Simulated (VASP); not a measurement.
# Ir (Fm-3m) in VASP: notebook

Aim: see how the results for Ir move with the level of theory and the settings. Levels: PBE, PBEsol+D3(BJ). Tasks: single point.

Program: VASP 6.6.1. These are calculated values, not measurements. Logs are shortened: lines on timing, memory, paths and dates and some standing lists are left out, and cuts for length are marked.

**1. The cell of the first run**

The structure is cubic, space group Fm-3m (No. 225). Conventional cell: a = 3.831 Å, b = 3.831 Å, c = 3.831 Å, α = 90.00°, β = 90.00°, γ = 90.00°. Within 3.6 Å of Ir (site symmetry m-3m) lie 12 Ir at 2.71 Å.

**2. Single point, PBE, non-collinear spin, zero start, spin-orbit coupling**

INCAR

```
PREC = Accurate ; ENCUT = 520
EDIFF = 1E-7 ; ISMEAR = -1
SIGMA = 0.05 ; LREAL = F
LASPH = T ; NELM = 150
ALGO = Normal ; ISIF = 2
LWAVE = F ; LCHARG = T
MAGMOM = 0 0 0 ; LORBIT = 11
LSORBIT = T ; GGA_COMPAT = F
LORBMOM = T ; LMAXMIX = 4
GGA = PE ; LVHAR = T
NBANDS = 20
```

KPOINTS

```
Automatic mesh
0
Gamma
  12 12 12
```

POSCAR

```
Ir
1.0
    0.0000000000      1.9156000000      1.9156000000
    1.9156000000      0.0000000000      1.9156000000
    1.9156000000      1.9156000000      0.0000000000
Ir
1
Direct
    0.0000000000      0.0000000000      0.0000000000
```

Potentials or basis: VASP PAW PBE potentials, release 64 (Ir).

Launch:

```console
$ cat potpaw_PBE.64/Ir/POTCAR > POTCAR
$ mpirun -np 1 vasp_ncl > vasp.out
```

OUTCAR:

```text
PREC = Accurate
   ENCUT = 520
   EDIFF = 1E-7
   ISMEAR = -1
   LREAL = F
   LASPH = T
   NELM = 150
   ISIF = 2
   LORBIT = 11
   LSORBIT = T
   GGA = PE

 ion  position               nearest neighbor table
   1  0.000  0.000  0.000-

  LATTYP: Found a face centered cubic cell.
 ALAT       =     3.8312000000

  Lattice vectors:

 A1 = (   0.0000000000,   1.9156000000,   1.9156000000)
 A2 = (   1.9156000000,   0.0000000000,   1.9156000000)
 A3 = (   1.9156000000,   1.9156000000,   0.0000000000)

Analysis of symmetry for initial positions (statically):
[... 5 lines left out ...]
 face centered cubic supercell.

 Subroutine GETGRP returns: Found 48 space group operations
 (whereof 48 operations were pure point group operations)
 out of a pool of 48 trial point group operations.

The static configuration has the point symmetry O_h .

Analysis of symmetry for dynamics (positions and initial velocities):
[... 5 lines left out ...]
 face centered cubic supercell.

 Subroutine GETGRP returns: Found 48 space group operations
 (whereof 48 operations were pure point group operations)
 out of a pool of 48 trial point group operations.

The dynamic configuration has the point symmetry O_h .

Analysis of structural, dynamic, and magnetic symmetry:
=====================================================================
 Subroutine PRICEL returns:
 Original cell was already a primitive cell.

 Routine SETGRP: Setting up the symmetry group for a
 face centered cubic supercell.

 Subroutine GETGRP returns: Found 48 space group operations
 (whereof 48 operations were pure point group operations)
 out of a pool of 48 trial point group operations.

The overall configuration has the point symmetry O_h .

 Subroutine INISYM returns: Found 48 space group operations
 (whereof 48 operations are pure point group operations),
 and found     1 'primitive' translations

----------------------------------------------------------------------------------------

                                     Primitive cell

  volume of cell :      14.0587

  direct lattice vectors                    reciprocal lattice vectors
     0.000000000  1.915600000  1.915600000    -0.261014826  0.261014826  0.261014826
     1.915600000  0.000000000  1.915600000     0.261014826 -0.261014826  0.261014826
     1.915600000  1.915600000  0.000000000     0.261014826  0.261014826 -0.261014826

  length of vectors
     2.709067500  2.709067500  2.709067500     0.452090940  0.452090940  0.452090940

  position of ions in fractional coordinates (direct lattice)
     0.000000000  0.000000000  0.000000000

  ion indices of the primitive-cell ions
   primitive index   ion index
                 1           1

----------------------------------------------------------------------------------------

 KPOINTS: Automatic mesh

Automatic generation of k-mesh.
 Grid dimensions read from file:
 generate k-points for:   12   12   12

 Generating k-lattice:

  Cartesian coordinates                     Fractional coordinates (reciprocal lattice)
    -0.021751235  0.021751235  0.021751235     0.083333333  0.000000000  0.000000000
     0.021751235 -0.021751235  0.021751235     0.000000000  0.083333333  0.000000000
     0.021751235  0.021751235 -0.021751235     0.000000000  0.000000000  0.083333333

  Length of vectors
     0.037674245  0.037674245  0.037674245

  Shift w.r.t. Gamma in fractional coordinates (k-lattice)
     0.000000000  0.000000000  0.000000000

 Subroutine IBZKPT returns following result:
 ===========================================

 Found     72 irreducible k-points:

 Following reciprocal coordinates:
            Coordinates               Weight
  0.000000  0.000000  0.000000      1.000000
  0.083333  0.000000  0.000000      8.000000
  0.166667  0.000000  0.000000      8.000000
  0.250000  0.000000  0.000000      8.000000
  0.333333  0.000000  0.000000      8.000000
  0.416667  0.000000  0.000000      8.000000
[... 16 lines left out ...]
  0.500000  0.166667  0.000000     24.000000
 -0.416667  0.166667  0.000000     24.000000
 [... further k-points ...]
   k-points           NKPTS =     72   k-points in BZ     NKDIM =     72   number of bands    NBANDS=     20
   number of dos      NEDOS =    301   number of ions     NIONS =      1
   total plane-waves  NPLWV =   8000
   dimension x,y,z NGX =    20 NGY =   20 NGZ =   20
   dimension x,y,z NGXF=    40 NGYF=   40 NGZF=   40
   ions per type =               1
   NGX,Y,Z   is equivalent  to a cutoff of  12.27, 12.27, 12.27 a.u.
   NGXF,Y,Z  is equivalent  to a cutoff of  24.55, 24.55, 24.55 a.u.
 SYSTEM =  unknown system
   PREC   = accura    normal or accurate (medium, high low for compatibility)
   ISTART =      0    job   : 0-new  1-cont  2-samecut
   ICHARG =      2    charge: 1-file 2-atom 10-const
   ISPIN  =      1    spin polarized calculation?
   LNONCOLLINEAR =      T non collinear calculations
   LSORBIT =      T    spin-orbit coupling
   LASPH  =      T    aspherical Exc in radial PAW
   ENCUT  =  520.0 eV  38.22 Ry    6.18 a.u.   5.04  5.04  5.04*2*pi/ulx,y,z
   NELM   =    150;   NELMIN=  2; NELMDL= -5     # of ELM steps
   EDIFF  = 0.1E-06   stopping-criterion for ELM
   LREAL  =      F    real-space projection
   EDIFFG = 0.1E-05   stopping-criterion for IOM
   NSW    =      0    number of steps for IOM
   IBRION =     -1    ionic relax: 0-MD 1-quasi-New 2-CG
   NFREE  =      0    steps in history (QN), initial steepest desc. (CG)
   ISIF   =      2    stress and relaxation
   ISYM   =      2    0-nonsym 1-usesym 2-fastsym
   POTIM  = 0.5000    time-step for ionic-motion
   TEBEG  =    0.0;   TEEND  =   0.0 temperature during run
   PSTRESS=    0.0 pullay stress
   NELECT =       9.0000    total number of electrons
   NUPDOWN=      -1.0000    fix difference up-down
   EMIN   =  10.00;   EMAX   =-10.00  energy-range for DOS
[... 5 lines left out ...]
     AMIX     =   0.40;   BMIX     =  1.00
     AMIX_MAG =   1.60;   BMIX_MAG =  1.00
  volume/ion in A,a.u.               =      14.06        94.87
  Fermi-wavevector in a.u.,A,eV,Ry     =   1.410937  2.666284 27.085691  1.990742
  Thomas-Fermi vector in A             =   2.532839
   LORBIT       =     11    0 simple, 1 ext, 2 COOP (PROOUT), +10 PAW based schemes
   GGA     = PE    functional components
   LHFCALC =     F    Hartree Fock is set to
   AEXX    =    0.0000 exact exchange contribution
   IVDW    =     0    specifies the selected vdW correction
   LEPSILON=     F    determine dielectric tensor
   LRPA    =     F    only Hartree local field effects (RPA)
  energy-cutoff  :      520.00
  volume of cell :       14.06
 maximum number of plane-waves:       776
   NGX =  9   NGY =  9   NGZ =  9

 number of electron       9.0000000 magnetization      -0.0000000      0.0000000     -0.0000000

 number of electron       9.0000000 magnetization       0.0000000      0.0000000      0.0000000

 number of electron       9.0000000 magnetization      -0.0000000     -0.0000000     -0.0000000

 Free energy of the ion-electron system (eV)
  ---------------------------------------------------
  ext. energy  EPLUGINS =         0.00000000
  ---------------------------------------------------
  free energy    TOTEN  =        -9.23988576 eV

  energy without entropy =       -9.23413623  energy(sigma->0) =       -9.23701099

 E-fermi :  10.6526     XC(G=0): -14.0260

 val. band max:       10.6401355347   @ k =   0.3333   0.0000   0.0000
 cond. band min:      10.6780134440   @ k =  -0.2500   0.0833   0.0000
 fundamental gap:      0.0378779092
 Fermi energy:        10.6525980491

 k-point     1 :       0.0000    0.0000    0.0000
  band No.  band energies     occupation
      1      -0.6677      1.00000
      2      -0.6677      1.00000
      3       6.2365      1.00000
      4       6.2365      1.00000
      5       6.2365      1.00000
      6       6.2365      1.00000
[... 12 lines left out ...]
     19      30.6164      0.00000
     20      30.6164      0.00000
[... 507 lines left out ...]
 k-point    24 :      -0.4167    0.1667    0.0000
  band No.  band energies     occupation
      1       3.2677      1.00000
      2       3.2677      1.00000
      3       5.5981      1.00000
      4       5.5981      1.00000
      5       7.1610      1.00000
      6       7.1610      1.00000
[... 12 lines left out ...]
     19      30.3338      0.00000
     20      30.3338      0.00000

 [... further k-points ...]
[... 5 lines left out ...]
  --------------------------------------------------------------------------------------
  -------------------------------------------------------------------------------------
  Total        1.1253346      1.1253346      1.1253346      0.0000000      0.0000000      0.0000000
  in kB      128.2471626    128.2471626    128.2471626      0.0000000      0.0000000      0.0000000
  external PRESSURE =     128.2471626 kB  Pullay stress =       0.0000000 kB

 VOLUME and BASIS-vectors are now :
 -----------------------------------------------------------------------------
  energy-cutoff  :      520.00
  volume of cell :       14.06
      direct lattice vectors                 reciprocal lattice vectors
     0.000000000  1.915600000  1.915600000    -0.261014826  0.261014826  0.261014826
     1.915600000  0.000000000  1.915600000     0.261014826 -0.261014826  0.261014826
     1.915600000  1.915600000  0.000000000     0.261014826  0.261014826 -0.261014826

 POSITION                                       TOTAL-FORCE (eV/Angst)
 -----------------------------------------------------------------------------------
      0.00000      0.00000      0.00000         0.000000     -0.000000      0.000000
 -----------------------------------------------------------------------------------
    total drift:                                0.000000     -0.000000      0.000000

  FREE ENERGIE OF THE ION-ELECTRON SYSTEM (eV)
  ---------------------------------------------------
  free  energy   TOTEN  =        -9.2398857574 eV

  energy  without entropy=       -9.2341362319  energy(sigma->0) =       -9.23701099

 orbital moment (x)

 # of ion     p       d       tot
 ----------------------------------------
  1         0.000   0.000   0.000
 ----------------------------------------
            0.000   0.000   0.000

 orbital moment (y)

 # of ion     p       d       tot
 ----------------------------------------
  1         0.000  -0.000  -0.000
 ----------------------------------------
            0.000  -0.000  -0.000

 orbital moment (z)

 # of ion     p       d       tot
 ----------------------------------------
  1         0.000   0.000   0.000
 ----------------------------------------
            0.000   0.000   0.000

 Spin-Orbit-Coupling matrix elements

 Ion:    1  E_soc:     -0.7760714
 l=   1
     0.0000000    -0.0394077    -0.0394077
    -0.0394077     0.0000000    -0.0394077
    -0.0394077    -0.0394077     0.0000000
 l=   2
     0.0000000    -0.0155525     0.0000000    -0.0155525    -0.0743851
    -0.0155525     0.0000000    -0.0557888    -0.0155525    -0.0185963
     0.0000000    -0.0557888     0.0000000    -0.0557888     0.0000000
    -0.0155525    -0.0155525    -0.0557888     0.0000000    -0.0185963
    -0.0743851    -0.0185963     0.0000000    -0.0185963     0.0000000
 l=   3
     0.0000000     0.0000000     0.0000000     0.0000000     0.0000000     0.0000000     0.0000000
     0.0000000     0.0000000     0.0000000     0.0000000     0.0000000     0.0000000     0.0000000
     0.0000000     0.0000000     0.0000000     0.0000000     0.0000000     0.0000000     0.0000000
     0.0000000     0.0000000     0.0000000     0.0000000     0.0000000     0.0000000     0.0000000
     0.0000000     0.0000000     0.0000000     0.0000000     0.0000000     0.0000000     0.0000000
     0.0000000     0.0000000     0.0000000     0.0000000     0.0000000     0.0000000     0.0000000
     0.0000000     0.0000000     0.0000000     0.0000000     0.0000000     0.0000000     0.0000000

 total charge

# of ion       s       p       d       tot
------------------------------------------
    1        0.678   0.766   6.981   8.425

 magnetization (x)

# of ion       s       p       d       tot
------------------------------------------
    1        0.000   0.000  -0.000  -0.000

 magnetization (y)

# of ion       s       p       d       tot
------------------------------------------
    1        0.000   0.000  -0.000  -0.000

 magnetization (z)

# of ion       s       p       d       tot
------------------------------------------
    1        0.000  -0.000  -0.000  -0.000
```

Run time: 17 s. Hardware: 1 thread of Intel Xeon 6975P-C (Granite Rapids), shared host; peak memory 0.18 GiB.

What came out:

* Free energy: -9.2399 eV
* Pressure: 12.8 GPa
* Net moment: 0.00 μB per cell
* Valence electrons inside the program's atomic spheres: Ir 8.43

Moments on the atoms (μB; x, y, z):
```
Ir  0.00 0.00 0.00
```

**3. Single point, PBEsol+D3(BJ), non-collinear spin, typed start, spin-orbit coupling**

INCAR

```
PREC = Accurate
ENCUT = 520
EDIFF = 1E-6
ISMEAR = 0
SIGMA = 0.025
LREAL = F
LASPH = T
NELM = 150
ALGO = Normal
ISIF = 2
LWAVE = F
LCHARG = F
MAGMOM = -0.011 -0.017 0
LORBIT = 11
LSORBIT = T
GGA_COMPAT = F
LORBMOM = T
LMAXMIX = 4
GGA = PS
IVDW = 12
NBANDS = 20
```

KPOINTS

```
regular mesh
0
Gamma
  12 12 12
```

POSCAR is that of step 2.

Potentials or basis: VASP PAW PBE potentials, release 64 (Ir).

Launch:

```console
$ cat potpaw_PBE.64/Ir/POTCAR > POTCAR
$ mpirun -np 1 vasp_ncl > vasp.out
```

OUTCAR:

```text
PREC = Accurate
   ENCUT = 520
   EDIFF = 1E-6
   ISMEAR = 0
   LREAL = F
   LASPH = T
   NELM = 150
   ISIF = 2
   LORBIT = 11
   LSORBIT = T
   GGA = PS
   IVDW = 12
 IVDW          = 12

 ion  position               nearest neighbor table
   1  0.000  0.000  0.000-

  LATTYP: Found a face centered cubic cell.
 ALAT       =     3.8312000000

  Lattice vectors:

 A1 = (   0.0000000000,   1.9156000000,   1.9156000000)
 A2 = (   1.9156000000,   0.0000000000,   1.9156000000)
 A3 = (   1.9156000000,   1.9156000000,   0.0000000000)

Analysis of symmetry for initial positions (statically):
[... 5 lines left out ...]
 face centered cubic supercell.

 Subroutine GETGRP returns: Found 48 space group operations
 (whereof 48 operations were pure point group operations)
 out of a pool of 48 trial point group operations.

The static configuration has the point symmetry O_h .

Analysis of symmetry for dynamics (positions and initial velocities):
[... 5 lines left out ...]
 face centered cubic supercell.

 Subroutine GETGRP returns: Found 48 space group operations
 (whereof 48 operations were pure point group operations)
 out of a pool of 48 trial point group operations.

The dynamic configuration has the point symmetry O_h .

Analysis of structural, dynamic, and magnetic symmetry:
=====================================================================
 Subroutine PRICEL returns:
 Original cell was already a primitive cell.

 Routine SETGRP: Setting up the symmetry group for a
 face centered cubic supercell.

[... 750 lines left out ...]

 orbital moment (x)

 # of ion     p       d       tot
 ----------------------------------------
  1         0.000   0.000   0.000
 ----------------------------------------
            0.000   0.000   0.000

 orbital moment (y)

 # of ion     p       d       tot
 ----------------------------------------
  1         0.000   0.000   0.000
 ----------------------------------------
            0.000   0.000   0.000

 orbital moment (z)

 # of ion     p       d       tot
 ----------------------------------------
  1        -0.000  -0.000  -0.000
 ----------------------------------------
           -0.000  -0.000  -0.000

 Spin-Orbit-Coupling matrix elements

 Ion:    1  E_soc:     -0.7716513
 l=   1
     0.0000000    -0.0396329    -0.0396329
    -0.0396329     0.0000000    -0.0396329
    -0.0396329    -0.0396329     0.0000000
 l=   2
     0.0000000    -0.0155758     0.0000000    -0.0155758    -0.0733999
    -0.0155758     0.0000000    -0.0550499    -0.0155758    -0.0183500
     0.0000000    -0.0550499     0.0000000    -0.0550499     0.0000000
    -0.0155758    -0.0155758    -0.0550499     0.0000000    -0.0183500
    -0.0733999    -0.0183500     0.0000000    -0.0183500     0.0000000
 l=   3
     0.0000000     0.0000000     0.0000000     0.0000000     0.0000000     0.0000000     0.0000000
     0.0000000     0.0000000     0.0000000     0.0000000     0.0000000     0.0000000     0.0000000
     0.0000000     0.0000000     0.0000000     0.0000000     0.0000000     0.0000000     0.0000000
     0.0000000     0.0000000     0.0000000     0.0000000     0.0000000     0.0000000     0.0000000
     0.0000000     0.0000000     0.0000000     0.0000000     0.0000000     0.0000000     0.0000000
     0.0000000     0.0000000     0.0000000     0.0000000     0.0000000     0.0000000     0.0000000
     0.0000000     0.0000000     0.0000000     0.0000000     0.0000000     0.0000000     0.0000000

 total charge

# of ion       s       p       d       tot
------------------------------------------
    1        0.675   0.764   6.972   8.411

 magnetization (x)

# of ion       s       p       d       tot
------------------------------------------
    1       -0.000  -0.000   0.000   0.000

 magnetization (y)

# of ion       s       p       d       tot
------------------------------------------
    1       -0.000  -0.000   0.000   0.000

 magnetization (z)

# of ion       s       p       d       tot
------------------------------------------
    1        0.000   0.000   0.000   0.000
```

Run time: 2.9 min. Hardware: 1 thread of Intel Xeon 6975P-C (Granite Rapids), shared host; peak memory 0.44 GiB.

What came out:

| Quantity | Value |
| --- | --- |
| Free energy | -10.9427 eV |
| Pressure | -7.0 GPa |
| Net moment | 0.00 μB per cell |
| Valence electrons inside the program's atomic spheres | Ir 8.41 |
| Dispersion energy per atom | -0.719 eV |

Moments on the atoms (μB; x, y, z):
```
Ir  0.00 0.00 0.00
```

Caveat: three body term missing; the PAW data sets were made with another functional, which shifts forces and pressure a little.
